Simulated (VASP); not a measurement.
# KMgF3 (Amm2) in VASP: single point with PBE

Aim: the single point of KMgF3 with PBE.

All numbers are computed with VASP 6.6.1; they aren't measurements. Logs are shortened: lines on timing, memory, paths and dates and some standing lists are left out, and cuts for length are marked.

## Step 1: The cell of the first run

The structure is orthorhombic, space group Amm2 (No. 38). The conventional cell has a = 3.986 Å, b = 5.637 Å, c = 5.637 Å, α = 90.00°, β = 90.00°, γ = 90.00°. K (site symmetry mm2) has 12 F at 2.39 to 3.24 Å and 2 Mg at 3.12 Å within 3.3 Å. Mg (site symmetry mm2) has 6 F at 1.99 Å within 2.6 Å. Within 2.6 Å of F (site symmetry mm2) lie 2 Mg at 1.99 Å and 1 K at 2.39 Å. F (site symmetry m) has 2 Mg at 1.99 Å and 2 K at 2.63 Å within 2.7 Å.

## Step 2: Single point, PBE (atom 1 (K) moved by (-0.300, -0.300) A along y and z)

The input, INCAR:

```
SYSTEM = KMgF3
PREC = Accurate
ENCUT = 520
EDIFF = 1E-6
ISMEAR = 0
SIGMA = 0.05
LREAL = .FALSE.
LASPH = .TRUE.
NELM = 80
ALGO = Normal
ISIF = 2
LWAVE = .FALSE.
LCHARG = .FALSE.
GGA = PE
NBANDS = 24
```

The input, KPOINTS:

```
regular mesh
0
G
  6 6 6
  0 0 0
```

The input, POSCAR:

```
KMgF3
1.0
    3.9859000000      0.0000000000      0.0000000000
    0.0000000000      3.9859000000      0.0000000000
    0.0000000000      0.0000000000      3.9859000000
K Mg F
1 1 3
Direct
    0.5000000000      0.4247346898      0.4247346898
    0.0000000000      0.0000000000      0.0000000000
    0.5000000000      0.0000000000      0.0000000000
    0.0000000000      0.5000000000      0.0000000000
    0.0000000000      0.0000000000      0.5000000000
```

Potentials or basis: VASP PAW PBE potentials, release 64 (K_sv, Mg, F).

Launch:

```bash
> cat potpaw_PBE.64/K_sv/POTCAR potpaw_PBE.64/Mg/POTCAR potpaw_PBE.64/F/POTCAR > POTCAR
> mpirun -np 1 vasp_std > vasp.out
```

OUTCAR:

```text
SYSTEM = KMgF3
   PREC = Accurate
   ENCUT = 520
   EDIFF = 1E-6
   ISMEAR = 0
   LREAL = .FALSE.
   LASPH = .TRUE.
   NELM = 80
   ISIF = 2
   GGA = PE

 ion  position               nearest neighbor table
   1  0.500  0.425  0.425-   3 2.39   4 2.63   4 2.63   5 2.63   5 2.63   3 2.85   3 2.85   2 3.12
                             2 3.12   2 3.48   2 3.48   2 3.48   2 3.48
   2  0.000  0.000  0.000-   3 1.99   4 1.99   5 1.99   5 1.99   4 1.99   3 1.99   1 3.12   1 3.12
                             1 3.48   1 3.48   1 3.48   1 3.48
   3  0.500  0.000  0.000-   2 1.99   2 1.99   1 2.39   1 2.85   1 2.85
   4  0.000  0.500  0.000-   2 1.99   2 1.99   1 2.63   1 2.63
   5  0.000  0.000  0.500-   2 1.99   2 1.99   1 2.63   1 2.63

  LATTYP: Found a simple cubic cell.
 ALAT       =     3.9859000000

  Lattice vectors:

 A1 = (   3.9859000000,   0.0000000000,   0.0000000000)
 A2 = (   0.0000000000,   3.9859000000,   0.0000000000)
 A3 = (   0.0000000000,   0.0000000000,   3.9859000000)

Analysis of symmetry for initial positions (statically):
=====================================================================
 Subroutine PRICEL returns:
 Original cell was already a primitive cell.

 Routine SETGRP: Setting up the symmetry group for a
 simple cubic supercell.

 Subroutine GETGRP returns: Found  4 space group operations
 (whereof  4 operations were pure point group operations)
 out of a pool of 48 trial point group operations.

The static configuration has the point symmetry C_2v.

Analysis of symmetry for dynamics (positions and initial velocities):
=====================================================================
 Subroutine PRICEL returns:
 Original cell was already a primitive cell.

 Routine SETGRP: Setting up the symmetry group for a
 simple cubic supercell.

 Subroutine GETGRP returns: Found  4 space group operations
 (whereof  4 operations were pure point group operations)
 out of a pool of 48 trial point group operations.

The dynamic configuration has the point symmetry C_2v.

 Subroutine INISYM returns: Found  4 space group operations
 (whereof  4 operations are pure point group operations),
 and found     1 'primitive' translations

----------------------------------------------------------------------------------------

                                     Primitive cell

  volume of cell :      63.3256

  direct lattice vectors                    reciprocal lattice vectors
     3.985900000  0.000000000  0.000000000     0.250884367  0.000000000  0.000000000
     0.000000000  3.985900000  0.000000000     0.000000000  0.250884367  0.000000000
     0.000000000  0.000000000  3.985900000     0.000000000  0.000000000  0.250884367

  length of vectors
     3.985900000  3.985900000  3.985900000     0.250884367  0.250884367  0.250884367

  position of ions in fractional coordinates (direct lattice)
     0.500000000  0.424734690  0.424734690
     0.000000000  0.000000000  0.000000000
     0.500000000  0.000000000  0.000000000
     0.000000000  0.500000000  0.000000000
     0.000000000  0.000000000  0.500000000

  ion indices of the primitive-cell ions
   primitive index   ion index
                 1           1
                 2           2
                 3           3
                 4           4
                 5           5

----------------------------------------------------------------------------------------

 KPOINTS: regular mesh

Automatic generation of k-mesh.
 Grid dimensions read from file:
 generate k-points for:    6    6    6

 Generating k-lattice:

  Cartesian coordinates                     Fractional coordinates (reciprocal lattice)
     0.041814061  0.000000000  0.000000000     0.166666667  0.000000000  0.000000000
     0.000000000  0.041814061  0.000000000     0.000000000  0.166666667  0.000000000
     0.000000000  0.000000000  0.041814061     0.000000000  0.000000000  0.166666667

  Length of vectors
     0.041814061  0.041814061  0.041814061

  Shift w.r.t. Gamma in fractional coordinates (k-lattice)
     0.000000000  0.000000000  0.000000000

 Subroutine IBZKPT returns following result:
 ===========================================

 Found     52 irreducible k-points:

 Following reciprocal coordinates:
            Coordinates               Weight
  0.000000  0.000000  0.000000      1.000000
  0.166667  0.000000  0.000000      2.000000
  0.000000  0.166667  0.000000      4.000000
  0.333333  0.000000  0.000000      2.000000
  0.000000  0.333333  0.000000      4.000000
  0.500000  0.000000  0.000000      1.000000
[... 16 lines left out ...]
  0.333333  0.000000  0.500000      4.000000
  0.500000  0.500000  0.000000      2.000000
 [... further k-points ...]
   k-points           NKPTS =     52   k-points in BZ     NKDIM =     52   number of bands    NBANDS=     24
   number of dos      NEDOS =    301   number of ions     NIONS =      5
   total plane-waves  NPLWV =  27000
   dimension x,y,z NGX =    30 NGY =   30 NGZ =   30
   dimension x,y,z NGXF=    60 NGYF=   60 NGZF=   60
   ions per type =               1   1   3
   NGX,Y,Z   is equivalent  to a cutoff of  12.51, 12.51, 12.51 a.u.
   NGXF,Y,Z  is equivalent  to a cutoff of  25.03, 25.03, 25.03 a.u.
 SYSTEM =  KMgF3
   PREC   = accura    normal or accurate (medium, high low for compatibility)
   ISTART =      0    job   : 0-new  1-cont  2-samecut
   ICHARG =      2    charge: 1-file 2-atom 10-const
   ISPIN  =      1    spin polarized calculation?
   LNONCOLLINEAR =      F non collinear calculations
   LSORBIT =      F    spin-orbit coupling
   LASPH  =      T    aspherical Exc in radial PAW
   ENCUT  =  520.0 eV  38.22 Ry    6.18 a.u.   7.41  7.41  7.41*2*pi/ulx,y,z
   NELM   =     80;   NELMIN=  2; NELMDL= -5     # of ELM steps
   EDIFF  = 0.1E-05   stopping-criterion for ELM
   LREAL  =      F    real-space projection
   EDIFFG = 0.1E-04   stopping-criterion for IOM
   NSW    =      0    number of steps for IOM
   IBRION =     -1    ionic relax: 0-MD 1-quasi-New 2-CG
   NFREE  =      0    steps in history (QN), initial steepest desc. (CG)
   ISIF   =      2    stress and relaxation
   ISYM   =      2    0-nonsym 1-usesym 2-fastsym
   POTIM  = 0.5000    time-step for ionic-motion
   TEBEG  =    0.0;   TEEND  =   0.0 temperature during run
   PSTRESS=    0.0 pullay stress
   NELECT =      32.0000    total number of electrons
   NUPDOWN=      -1.0000    fix difference up-down
   EMIN   =  10.00;   EMAX   =-10.00  energy-range for DOS
   EFERMI =   0.00;   METHOD = LEGACY
   ISMEAR =     0;   SIGMA  =   0.05  broadening in eV -4-tet -1-fermi 0-gaus
   EFERMI_NEDOS =   21; number of points for ismear=-14 and -15
   IALGO  =     38    algorithm
   IMIX   =      4    mixing-type and parameters
     AMIX     =   0.40;   BMIX     =  1.00
     AMIX_MAG =   1.60;   BMIX_MAG =  1.00
  volume/ion in A,a.u.               =      12.67        85.47
  Fermi-wavevector in a.u.,A,eV,Ry     =   1.303962  2.464132 23.134232  1.700318
  Thomas-Fermi vector in A             =   2.434930
   LORBIT       =      0    0 simple, 1 ext, 2 COOP (PROOUT), +10 PAW based schemes
   GGA     = PE    functional components
   LHFCALC =     F    Hartree Fock is set to
   AEXX    =    0.0000 exact exchange contribution
   IVDW    =     0    specifies the selected vdW correction
   LEPSILON=     F    determine dielectric tensor
   LRPA    =     F    only Hartree local field effects (RPA)
 non-spin polarized calculation
 Gauss-broadening in eV      SIGMA  =   0.05
  energy-cutoff  :      520.00
  volume of cell :       63.33
 maximum number of plane-waves:      1743
 NGX is ok and might be reduce to    30
   NGX = 15   NGY = 15   NGZ = 15

 number of electron      31.9999961 magnetization

 Free energy of the ion-electron system (eV)
  ---------------------------------------------------
  ext. energy  EPLUGINS =         0.00000000
  ---------------------------------------------------
  free energy    TOTEN  =       -24.14458819 eV

  energy without entropy =      -24.14458819  energy(sigma->0) =      -24.14458819

 E-fermi :  -1.3900     XC(G=0):  -9.6465

 val. band max:       -1.6125240711   @ k =   0.0000   0.5000   0.5000
 cond. band min:       5.6819495773   @ k =   0.0000   0.0000   0.0000
 fundamental gap:      7.2944736485
 Fermi energy:        -1.3900096750

 k-point     1 :       0.0000    0.0000    0.0000
  band No.  band energies     occupation
      1     -27.1590      2.00000
      2     -21.7693      2.00000
      3     -21.1695      2.00000
      4     -21.1055      2.00000
      5     -10.6847      2.00000
      6     -10.6833      2.00000
[... 16 lines left out ...]
     23      12.1079      0.00000
     24      15.3086      0.00000

 k-point     2 :       0.1667    0.0000    0.0000
  band No.  band energies     occupation
      1     -27.1503      2.00000
      2     -21.7399      2.00000
      3     -21.2099      2.00000
      4     -21.1018      2.00000
      5     -10.6778      2.00000
      6     -10.6702      2.00000
[... 16 lines left out ...]
     23      12.2581      0.00000
     24      14.8979      0.00000

 k-point     3 :       0.0000    0.1667    0.0000
  band No.  band energies     occupation
      1     -27.1511      2.00000
      2     -21.7443      2.00000
      3     -21.1791      2.00000
      4     -21.1260      2.00000
      5     -10.6759      2.00000
      6     -10.6708      2.00000
[... 16 lines left out ...]
     23      12.1625      0.00000
     24      15.0920      0.00000

 k-point     4 :       0.3333    0.0000    0.0000
  band No.  band energies     occupation
      1     -27.1328      2.00000
      2     -21.6642      2.00000
      3     -21.3078      2.00000
      4     -21.0960      2.00000
      5     -10.6599      2.00000
      6     -10.6480      2.00000
[... 16 lines left out ...]
     23      12.5914      0.00000
     24      14.5145      0.00000

 k-point     5 :       0.0000    0.3333    0.0000
  band No.  band energies     occupation
      1     -27.1352      2.00000
      2     -21.6850      2.00000
      3     -21.2363      2.00000
      4     -21.1399      2.00000
      5     -10.6604      2.00000
      6     -10.6428      2.00000
[... 16 lines left out ...]
     23      12.3515      0.00000
     24      14.7502      0.00000

 k-point     6 :       0.5000    0.0000    0.0000
  band No.  band energies     occupation
      1     -27.1240      2.00000
      2     -21.6060      2.00000
      3     -21.3766      2.00000
      4     -21.0922      2.00000
      5     -10.6503      2.00000
      6     -10.6373      2.00000
[... 16 lines left out ...]
     23      12.8294      0.00000
     24      14.4063      0.00000
[... 379 lines left out ...]
 k-point    21 :       0.5000    0.3333    0.0000
  band No.  band energies     occupation
      1     -27.1063      2.00000
      2     -21.4599      2.00000
      3     -21.3982      2.00000
      4     -21.1997      2.00000
      5     -10.7037      2.00000
      6     -10.7028      2.00000
[... 16 lines left out ...]
     23      12.7438      0.00000
     24      13.6883      0.00000

 k-point    22 :       0.0000    0.5000    0.3333
  band No.  band energies     occupation
      1     -27.1095      2.00000
      2     -21.5216      2.00000
      3     -21.2934      2.00000
      4     -21.2330      2.00000
      5     -10.7383      2.00000
      6     -10.6756      2.00000
[... 16 lines left out ...]
     23      12.7223      0.00000
     24      13.6289      0.00000

 k-point    23 :       0.3333    0.0000    0.5000
  band No.  band energies     occupation
      1     -27.1071      2.00000
      2     -21.5080      2.00000
      3     -21.3016      2.00000
      4     -21.2459      2.00000
      5     -10.7188      2.00000
      6     -10.6851      2.00000
[... 16 lines left out ...]
     23      12.8519      0.00000
     24      13.4155      0.00000

 k-point    24 :       0.5000    0.5000    0.0000
  band No.  band energies     occupation
      1     -27.1004      2.00000
      2     -21.4056      2.00000
      3     -21.3457      2.00000
      4     -21.3010      2.00000
      5     -10.7260      2.00000
      6     -10.7202      2.00000
[... 16 lines left out ...]
     23      12.7406      0.00000
     24      13.1268      0.00000

 [... further k-points ...]

------------------------ aborting loop because EDIFF is reached ----------------------------------------

  FORCE on cell =-STRESS in cart. coord.  units (eV):
  Direction    XX          YY          ZZ          XY          YZ          ZX
  --------------------------------------------------------------------------------------
  -------------------------------------------------------------------------------------
  Total        2.2383137      2.2696439      2.2696439      0.0000000      0.9131343      0.0000000
  in kB       56.6307533     57.4234272     57.4234272      0.0000000     23.1028752      0.0000000
  external PRESSURE =      57.1592026 kB  Pullay stress =       0.0000000 kB

 VOLUME and BASIS-vectors are now :
 -----------------------------------------------------------------------------
  energy-cutoff  :      520.00
  volume of cell :       63.33
      direct lattice vectors                 reciprocal lattice vectors
     3.985900000  0.000000000  0.000000000     0.250884367  0.000000000  0.000000000
     0.000000000  3.985900000  0.000000000     0.000000000  0.250884367  0.000000000
     0.000000000  0.000000000  3.985900000     0.000000000  0.000000000  0.250884367

 POSITION                                       TOTAL-FORCE (eV/Angst)
 -----------------------------------------------------------------------------------
      1.99295      1.69295      1.69295         0.000000      1.050090      1.050090
      0.00000      0.00000      0.00000         0.000000     -0.400851     -0.400851
      1.99295      0.00000      0.00000         0.000000     -0.403353     -0.403353
      0.00000      1.99295      0.00000         0.000000     -0.097791     -0.148094
      0.00000      0.00000      1.99295         0.000000     -0.148094     -0.097791
 -----------------------------------------------------------------------------------
    total drift:                                0.000000     -0.000021     -0.000021

  FREE ENERGIE OF THE ION-ELECTRON SYSTEM (eV)
  ---------------------------------------------------
  free  energy   TOTEN  =       -24.1445881888 eV

  energy  without entropy=      -24.1445881888  energy(sigma->0) =      -24.14458819
```

Run time: 86 s. Hardware: 1 thread of Intel Xeon 8259CL, shared host; peak memory 0.22 GiB.

What came out:

| Quantity | Value |
| --- | --- |
| Free energy | -24.1446 eV |
| Pressure | 5.7 GPa |
| Largest force | 1.485 eV/Å |
| Band gap on the k mesh | 7.29 eV (least direct gap 7.63 eV) |

Forces on the atoms (eV/Å):
```
K    0.000  1.050  1.050
Mg   0.000 -0.401 -0.401
F    0.000 -0.403 -0.403
F    0.000 -0.098 -0.148
F    0.000 -0.148 -0.098
```

Stress tensor (GPa, compression positive):
```
5.66 0.00 0.00
0.00 5.74 2.31
0.00 2.31 5.74
```

Caveat: the cell differs from its parent crystal (atom 1 (K) moved by (-0.300, -0.300) A along y and z); the cell stands under pressure; forces of over 1 eV/Å act on the atoms, so gaps and moduli don't describe the material at rest.
